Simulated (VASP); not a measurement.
# SbP (rocksalt type) (Fm-3m) in VASP: a series of runs

SbP (rocksalt type) is run at these levels: PBE; tasks: relaxation of cell and atoms, single point.

Everything below comes from runs of VASP 6.6.1. Logs are shortened: lines on timing, memory, paths and dates and some standing lists are left out, and cuts for length are marked.

## Step 1: The cell of the first run

Symmetry: Fm-3m, No. 225, cubic system. Conventional cell: a = 5.060 Å, b = 5.060 Å, c = 5.060 Å, α = 90.00°, β = 90.00°, γ = 90.00°. Sb (site symmetry m-3m) has 6 P at 2.53 Å within 3.3 Å. P (site symmetry m-3m) has 6 Sb at 2.53 Å within 3.3 Å.

## Step 2: Relaxation of cell and atoms, PBE

File INCAR:

```
PREC = Accurate
ENCUT = 600
EDIFF = 1E-6
ISMEAR = -1
SIGMA = 0.05
LREAL = F
LASPH = T
NELM = 100
ALGO = Normal
ISIF = 3
LWAVE = F
LCHARG = F
GGA = PE
IBRION = 2
NSW = 100
EDIFFG = -0.005
```

File KPOINTS:

```
regular mesh
0
Gamma
  11 11 11
```

File POSCAR:

```
SbP
1.0
    0.0000000000      2.5297551527      2.5297551527
    2.5297551527      0.0000000000      2.5297551527
    2.5297551527      2.5297551527      0.0000000000
Sb P
1 1
Direct
    0.0000000000      0.0000000000      0.0000000000
    0.5000000000      0.5000000000      0.5000000000
```

Potentials or basis: VASP PAW PBE potentials, release 64 (Sb, P).

On the command line:

```bash
$ cat potpaw_PBE.64/Sb/POTCAR potpaw_PBE.64/P/POTCAR > POTCAR
$ mpirun -np 1 vasp_std > vasp.out
```

OUTCAR:

```text
PREC = Accurate
   ENCUT = 600
   EDIFF = 1E-6
   ISMEAR = -1
   LREAL = F
   LASPH = T
   NELM = 100
   ISIF = 3
   GGA = PE
   IBRION = 2
   NSW = 100
   EDIFFG = -0.005

 ion  position               nearest neighbor table
   1  0.000  0.000  0.000-   2 2.53   2 2.53   2 2.53   2 2.53   2 2.53   2 2.53
   2  0.500  0.500  0.500-   1 2.53   1 2.53   1 2.53   1 2.53   1 2.53   1 2.53

  LATTYP: Found a face centered cubic cell.
 ALAT       =     5.0595103054

  Lattice vectors:

 A1 = (   0.0000000000,   2.5297551527,   2.5297551527)
 A2 = (   2.5297551527,   0.0000000000,   2.5297551527)
 A3 = (   2.5297551527,   2.5297551527,   0.0000000000)

Analysis of symmetry for initial positions (statically):
=====================================================================
 Subroutine PRICEL returns:
 Original cell was already a primitive cell.

 Routine SETGRP: Setting up the symmetry group for a
 face centered cubic supercell.

 Subroutine GETGRP returns: Found 48 space group operations
 (whereof 48 operations were pure point group operations)
 out of a pool of 48 trial point group operations.

The static configuration has the point symmetry O_h .

Analysis of symmetry for dynamics (positions and initial velocities):
=====================================================================
 Subroutine PRICEL returns:
 Original cell was already a primitive cell.

 Routine SETGRP: Setting up the symmetry group for a
 face centered cubic supercell.

 Subroutine GETGRP returns: Found 48 space group operations
 (whereof 48 operations were pure point group operations)
 out of a pool of 48 trial point group operations.

The dynamic configuration has the point symmetry O_h .

 Subroutine INISYM returns: Found 48 space group operations
 (whereof 48 operations are pure point group operations),
 and found     1 'primitive' translations

----------------------------------------------------------------------------------------

                                     Primitive cell

  volume of cell :      32.3792

  direct lattice vectors                    reciprocal lattice vectors
     0.000000000  2.529755153  2.529755153    -0.197647586  0.197647586  0.197647586
     2.529755153  0.000000000  2.529755153     0.197647586 -0.197647586  0.197647586
     2.529755153  2.529755153  0.000000000     0.197647586  0.197647586 -0.197647586

  length of vectors
     3.577614046  3.577614046  3.577614046     0.342335662  0.342335662  0.342335662

  position of ions in fractional coordinates (direct lattice)
     0.000000000  0.000000000  0.000000000
     0.500000000  0.500000000  0.500000000

  ion indices of the primitive-cell ions
   primitive index   ion index
                 1           1
                 2           2

----------------------------------------------------------------------------------------

 KPOINTS: regular mesh

Automatic generation of k-mesh.
 Grid dimensions read from file:
 generate k-points for:   11   11   11

 Generating k-lattice:

  Cartesian coordinates                     Fractional coordinates (reciprocal lattice)
    -0.017967962  0.017967962  0.017967962     0.090909091  0.000000000  0.000000000
     0.017967962 -0.017967962  0.017967962     0.000000000  0.090909091  0.000000000
     0.017967962  0.017967962 -0.017967962     0.000000000  0.000000000  0.090909091

  Length of vectors
     0.031121424  0.031121424  0.031121424

  Shift w.r.t. Gamma in fractional coordinates (k-lattice)
     0.000000000  0.000000000  0.000000000

 Subroutine IBZKPT returns following result:
 ===========================================

 Found     56 irreducible k-points:

 Following reciprocal coordinates:
            Coordinates               Weight
  0.000000  0.000000  0.000000      1.000000
  0.090909  0.000000  0.000000      8.000000
  0.181818  0.000000  0.000000      8.000000
  0.272727  0.000000  0.000000      8.000000
  0.363636  0.000000  0.000000      8.000000
  0.454545  0.000000  0.000000      8.000000
[... 16 lines left out ...]
 -0.272727  0.181818  0.000000     24.000000
 -0.181818  0.181818  0.000000     12.000000
 [... further k-points ...]
   k-points           NKPTS =     56   k-points in BZ     NKDIM =     56   number of bands    NBANDS=      9
   number of dos      NEDOS =    301   number of ions     NIONS =      2
   total plane-waves  NPLWV =  27000
   dimension x,y,z NGX =    30 NGY =   30 NGZ =   30
   dimension x,y,z NGXF=    60 NGYF=   60 NGZF=   60
   ions per type =               1   1
   NGX,Y,Z   is equivalent  to a cutoff of  13.94, 13.94, 13.94 a.u.
   NGXF,Y,Z  is equivalent  to a cutoff of  27.88, 27.88, 27.88 a.u.
 SYSTEM =  unknown system
   PREC   = accura    normal or accurate (medium, high low for compatibility)
   ISTART =      0    job   : 0-new  1-cont  2-samecut
   ICHARG =      2    charge: 1-file 2-atom 10-const
   ISPIN  =      1    spin polarized calculation?
   LNONCOLLINEAR =      F non collinear calculations
   LSORBIT =      F    spin-orbit coupling
   LASPH  =      T    aspherical Exc in radial PAW
   ENCUT  =  600.0 eV  44.10 Ry    6.64 a.u.   7.15  7.15  7.15*2*pi/ulx,y,z
   NELM   =    100;   NELMIN=  2; NELMDL= -5     # of ELM steps
   EDIFF  = 0.1E-05   stopping-criterion for ELM
   LREAL  =      F    real-space projection
   EDIFFG = -.5E-02   stopping-criterion for IOM
   NSW    =    100    number of steps for IOM
   IBRION =      2    ionic relax: 0-MD 1-quasi-New 2-CG
   NFREE  =      1    steps in history (QN), initial steepest desc. (CG)
   ISIF   =      3    stress and relaxation
   ISYM   =      2    0-nonsym 1-usesym 2-fastsym
   POTIM  = 0.5000    time-step for ionic-motion
   TEBEG  =    0.0;   TEEND  =   0.0 temperature during run
   PSTRESS=    0.0 pullay stress
   NELECT =      10.0000    total number of electrons
   NUPDOWN=      -1.0000    fix difference up-down
   EMIN   =  10.00;   EMAX   =-10.00  energy-range for DOS
   EFERMI =   0.00;   METHOD = LEGACY
   ISMEAR =    -1;   SIGMA  =   0.05  broadening in eV -4-tet -1-fermi 0-gaus
   EFERMI_NEDOS =   21; number of points for ismear=-14 and -15
   IALGO  =     38    algorithm
   IMIX   =      4    mixing-type and parameters
     AMIX     =   0.40;   BMIX     =  1.00
     AMIX_MAG =   1.60;   BMIX_MAG =  1.00
  volume/ion in A,a.u.               =      16.19       109.25
  Fermi-wavevector in a.u.,A,eV,Ry     =   1.106589  2.091150 16.660867  1.224539
  Thomas-Fermi vector in A             =   2.243092
   LORBIT       =      0    0 simple, 1 ext, 2 COOP (PROOUT), +10 PAW based schemes
   GGA     = PE    functional components
   LHFCALC =     F    Hartree Fock is set to
   AEXX    =    0.0000 exact exchange contribution
   IVDW    =     0    specifies the selected vdW correction
   LEPSILON=     F    determine dielectric tensor
   LRPA    =     F    only Hartree local field effects (RPA)
 conjugate gradient relaxation of ions
 non-spin polarized calculation
  energy-cutoff  :      600.00
  volume of cell :       32.38
 maximum number of plane-waves:      1092
 NGX is ok and might be reduce to    30
   NGX = 15   NGY = 15   NGZ = 15

--------------------------------------- Ionic step        1  -------------------------------------------

 number of electron      10.0000001 magnetization

 Free energy of the ion-electron system (eV)
  ---------------------------------------------------
  ext. energy  EPLUGINS =         0.00000000
  ---------------------------------------------------
  free energy    TOTEN  =        -7.89111933 eV

  energy without entropy =       -7.88568638  energy(sigma->0) =       -7.88840286

 E-fermi :  12.9475     XC(G=0): -11.6591

 val. band max:       12.9194769856   @ k =   0.3636   0.0000   0.0000
 cond. band min:      12.9477296820   @ k =  -0.1818   0.1818   0.0000
 fundamental gap:      0.0282526964
 Fermi energy:        12.9475496625

 k-point     1 :       0.0000    0.0000    0.0000
  band No.  band energies     occupation
      1      -4.2819      2.00000
      2      10.0627      2.00000
      3      10.0627      2.00000
      4      10.0627      2.00000
      5      11.6982      2.00000
      6      17.0816      0.00000
      7      17.0816      0.00000
      8      17.0816      0.00000
      9      18.2915      0.00000
[... 265 lines left out ...]
 k-point    24 :      -0.1818    0.1818    0.0000
  band No.  band energies     occupation
      1      -2.7673      2.00000
      2       4.8948      2.00000
      3       7.4597      2.00000
      4      11.1595      2.00000
      5      12.9477      0.99820
      6      13.3277      0.00100
      7      15.1851      0.00000
      8      16.7246      0.00000
      9      18.2867      0.00000

 [... further k-points ...]

------------------------ aborting loop because EDIFF is reached ----------------------------------------

  FORCE on cell =-STRESS in cart. coord.  units (eV):
  Direction    XX          YY          ZZ          XY          YZ          ZX
  --------------------------------------------------------------------------------------
  -------------------------------------------------------------------------------------
  Total        9.7429884      9.7429884      9.7429884      0.0000000      0.0000000      0.0000000
  in kB      482.1001925    482.1001925    482.1001925      0.0000000      0.0000000      0.0000000
  external PRESSURE =     482.1001925 kB  Pullay stress =       0.0000000 kB
[... 23 lines left out ...]
--------------------------------------- Ionic step        2  -------------------------------------------

 number of electron      10.0000000 magnetization

 E-fermi :   4.3131     XC(G=0):  -8.9040

 val. band max:        4.2956396811   @ k =  -0.1818   0.1818   0.0000
 cond. band min:       4.4122986049   @ k =   0.4545   0.0000   0.0000
 fundamental gap:      0.1166589238
 Fermi energy:         4.3130538940

 k-point     1 :       0.0000    0.0000    0.0000
  band No.  band energies     occupation
      1      -7.2006      2.00000
      2      -1.4251      2.00000
      3       2.9893      2.00000
      4       2.9893      2.00000
      5       2.9893      2.00000
      6       7.2085      0.00000
      7       7.2085      0.00000
      8       7.2085      0.00000
      9       9.9106      0.00000
[... 265 lines left out ...]
 k-point    24 :      -0.1818    0.1818    0.0000
  band No.  band energies     occupation
      1      -6.3996      2.00000
      2      -3.0048      2.00000
      3       1.8699      2.00000
      4       3.7910      1.99994
      5       4.2956      1.17240
      6       4.6168      0.00459
      7       4.6882      0.00110
      8       7.6659      0.00000
      9      10.8160      0.00000

 [... further k-points ...]

------------------------ aborting loop because EDIFF is reached ----------------------------------------

  FORCE on cell =-STRESS in cart. coord.  units (eV):
  Direction    XX          YY          ZZ          XY          YZ          ZX
  --------------------------------------------------------------------------------------
  -------------------------------------------------------------------------------------
  Total       -4.5195719     -4.5195719     -4.5195719     -0.0000000      0.0000000     -0.0000000
  in kB     -118.7208444   -118.7208444   -118.7208444     -0.0000000      0.0000000     -0.0000000
  external PRESSURE =    -118.7208444 kB  Pullay stress =       0.0000000 kB
[... 53 lines left out ...]
  FREE ENERGIE OF THE ION-ELECTRON SYSTEM (eV)
  ---------------------------------------------------
  free  energy   TOTEN  =        -9.2704197488 eV

  energy  without entropy=       -9.2675102451  energy(sigma->0) =       -9.26896500

[... ionic steps 4 to 16 ...]

--------------------------------------- Ionic step       17  -------------------------------------------

 number of electron      10.0000001 magnetization

------------------------ aborting loop because EDIFF is reached ----------------------------------------
[... 67 lines left out ...]
--------------------------------------- Ionic step       19  -------------------------------------------

 number of electron      10.0000001 magnetization

 Free energy of the ion-electron system (eV)
  ---------------------------------------------------
  ext. energy  EPLUGINS =         0.00000000
  ---------------------------------------------------
  free energy    TOTEN  =        -9.27106605 eV

  energy without entropy =       -9.26810936  energy(sigma->0) =       -9.26958770

 E-fermi :   7.9655     XC(G=0): -10.2044

 val. band max:        7.9576221604   @ k =   0.4545   0.0000   0.0000
 cond. band min:       8.1089574901   @ k =  -0.4545   0.1818   0.0909
 fundamental gap:      0.1513353297
 Fermi energy:         7.9654995797

 k-point     1 :       0.0000    0.0000    0.0000
  band No.  band energies     occupation
      1      -5.8982      2.00000
      2       3.9389      2.00000
      3       5.9552      2.00000
      4       5.9552      2.00000
      5       5.9552      2.00000
      6      11.9302      0.00000
      7      11.9302      0.00000
      8      11.9302      0.00000
      9      12.9473      0.00000
[... 265 lines left out ...]
 k-point    24 :      -0.1818    0.1818    0.0000
  band No.  band energies     occupation
      1      -4.7675      2.00000
      2       0.5711      2.00000
      3       4.2281      2.00000
      4       6.8897      2.00000
      5       8.1954      0.01995
      6       8.3149      0.00185
      7       8.6210      0.00000
      8      12.0668      0.00000
      9      14.0109      0.00000

 [... further k-points ...]

------------------------ aborting loop because EDIFF is reached ----------------------------------------

  FORCE on cell =-STRESS in cart. coord.  units (eV):
  Direction    XX          YY          ZZ          XY          YZ          ZX
  --------------------------------------------------------------------------------------
  -------------------------------------------------------------------------------------
  Total        0.0010921      0.0010921      0.0010921      0.0000000      0.0000000      0.0000000
  in kB        0.0391600      0.0391600      0.0391600      0.0000000      0.0000000      0.0000000
  external PRESSURE =       0.0391600 kB  Pullay stress =       0.0000000 kB
[... 17 lines left out ...]
  FREE ENERGIE OF THE ION-ELECTRON SYSTEM (eV)
  ---------------------------------------------------
  free  energy   TOTEN  =        -9.2710660470 eV

  energy  without entropy=       -9.2681093595  energy(sigma->0) =       -9.26958770

 reached required accuracy - stopping structural energy minimisation
```

Wall time 2 min (1 thread of Intel Xeon Platinum 8375C at 2.90GHz (Ice Lake), shared host); peak memory 0.19 GiB.

What came out:

```
Free energy                            : -9.2711 eV
Relaxed volume                         : 22.34 Å³/atom
Relaxed cell                           : a = 3.983 Å, b = 3.983 Å, c = 3.983 Å, α = 60.00°, β = 60.00°, γ = 60.00°
Space group after relaxing (to 0.05 Å) : Fm-3m (No. 225)
Energy gained by relaxing              : 690.0 meV/atom
Ionic steps                            : 19
Pressure after relaxing                : 0.0 GPa
Band gap on the k mesh                 : zero (band 5 reaches 8.20 eV, above the bottom of band 6 at 7.74 eV)
```

Step by step:
```csv
step,energy change (eV),largest force (eV/Å),pressure (GPa),volume (Å³)
1,0.0000,0.0000,48.21,32.38
2,-0.5756,0.0000,-11.87,60.99
3,-1.3793,0.0000,-0.59,45.03
4,-1.3799,0.0000,-0.11,44.75
5,-1.3797,0.0000,0.37,44.47
6,-1.3797,0.0000,0.37,44.47
7,-1.3797,0.0000,0.36,44.48
8,-1.3797,0.0000,0.35,44.48
9,-1.3797,0.0000,0.35,44.48
10,-1.3797,0.0000,0.35,44.48
11,-1.3797,0.0000,0.35,44.48
12,-1.3797,0.0000,0.34,44.49
13,-1.3798,0.0000,0.34,44.49
14,-1.3798,0.0000,0.34,44.49
15,-1.3798,0.0000,0.33,44.50
16,-1.3798,0.0000,0.28,44.52
17,-1.3799,0.0000,0.21,44.57
18,-1.3799,0.0000,0.06,44.65
19,-1.3799,0.0000,0.00,44.68
```

Final structure:
```
CELL_PARAMETERS angstrom
0.00000 2.81640 2.81640
2.81640 0.00000 2.81640
2.81640 2.81640 0.00000
ATOMIC_POSITIONS crystal
Sb 0.00000 0.00000 0.00000
P 0.50000 0.50000 0.50000
```

Levels at points of the mesh, in eV from the Fermi level:
| k point | band 1 | band 2 | band 3 | band 4 | band 5 | band 6 | band 7 | band 8 | band 9 |
| --- | --- | --- | --- | --- | --- | --- | --- | --- | --- |
| (0.00, 0.00, 0.00) | -13.86 | -4.03 | -2.01 | -2.01 | -2.01 | 3.96 | 3.96 | 3.96 | 4.98 |

Caveat: the volume moved by over 15 % at a fixed basis, so the end points are rough; spin-orbit coupling is left out, which moves the levels of the heavy elements.

## Step 3: Single point, PBE (volume scaled by 0.96)

File INCAR:

```
SYSTEM = SbP
ALGO = Normal
EDIFF = 1E-6
ENCUT = 520
GGA = PE
ISIF = 2
ISMEAR = -1
LASPH = .TRUE.
LCHARG = .TRUE.
LELF = .TRUE.
LREAL = .FALSE.
LVHAR = .TRUE.
LWAVE = .FALSE.
NBANDS = 12
NELM = 80
PREC = Accurate
SIGMA = 0.05
```

File KPOINTS:

```
k-points
0
G
  11 11 11
  0 0 0
```

File POSCAR:

```
SbP
1.0
    0.0000000000      2.7796499995      2.7796499995
    2.7796499995      0.0000000000      2.7796499995
    2.7796499995      2.7796499995      0.0000000000
Sb P
1 1
Direct
    0.0000000000      0.0000000000      0.0000000000
    0.5000000000      0.5000000000      0.5000000000
```

Potentials or basis: VASP PAW PBE potentials, release 64 (Sb, P).

On the command line:

```bash
$ cat potpaw_PBE.64/Sb/POTCAR potpaw_PBE.64/P/POTCAR > POTCAR
$ mpirun -np 1 vasp_std > vasp.out
```

It took 26 s on 1 thread of Intel Xeon Platinum 8488C (Sapphire Rapids), shared host; peak memory 0.18 GiB.

The run converged. Its results:

| Item | Value |
| --- | --- |
| Free energy | -9.2548 eV |
| Pressure | 3.3 GPa |
| Band gap on the k mesh | zero (band 5 reaches 8.71 eV, above the bottom of band 6 at 8.23 eV) |

Levels at points of the mesh, in eV from the Fermi level:
```csv
k point,band 1,band 2,band 3,band 4,band 5,band 6,band 7,band 8,band 9,band 10
"(0.00, 0.00, 0.00)",-14.24,-3.76,-2.12,-2.12,-2.12,4.10,4.10,4.10,4.88,4.88
```

Caveat: the cell differs from its parent crystal (volume scaled by 0.96); spin-orbit coupling is left out, which moves the levels of the heavy elements.

## Step 4: Single point, PBE (volume scaled by 0.98)

File INCAR:

```
SYSTEM = SbP
ALGO = Normal ; EDIFF = 1E-6
ENCUT = 520 ; GGA = PE
ISIF = 2 ; ISMEAR = -1
LASPH = .TRUE. ; LCHARG = .FALSE.
LREAL = .FALSE. ; LWAVE = .FALSE.
NBANDS = 12 ; NELM = 80
PREC = Accurate ; SIGMA = 0.05
```

KPOINTS is that of step 3.

File POSCAR:

```
SbP
1.0
    0.0000000000      2.7988206053      2.7988206053
    2.7988206053      0.0000000000      2.7988206053
    2.7988206053      2.7988206053      0.0000000000
Sb P
1 1
Direct
    0.0000000000      0.0000000000      0.0000000000
    0.5000000000      0.5000000000      0.5000000000
```

On the command line:

```bash
$ cat potpaw_PBE.64/Sb/POTCAR potpaw_PBE.64/P/POTCAR > POTCAR
$ mpirun -np 1 vasp_std > vasp.out
```

Run time: 22 s. Hardware: 1 thread of Intel Xeon Platinum 8488C (Sapphire Rapids), shared host; peak memory 0.18 GiB.

It converged, with:

```
Free energy            : -9.2683 eV
Pressure               : 1.5 GPa
Band gap on the k mesh : zero (band 5 reaches 8.44 eV, above the bottom of band 6 at 7.97 eV)
```

Levels at points of the mesh, in eV from the Fermi level:
```
           k point  band 2  band 3  band 4  band 5  band 6  band 7  band 8  band 9
(0.00, 0.00, 0.00)   -3.90   -2.06   -2.06   -2.06    4.03    4.03    4.03    4.93
```

Caveat: the cell differs from its parent crystal (volume scaled by 0.98); spin-orbit coupling is left out, which moves the levels of the heavy elements.

(Continued in part 2 of 2.)
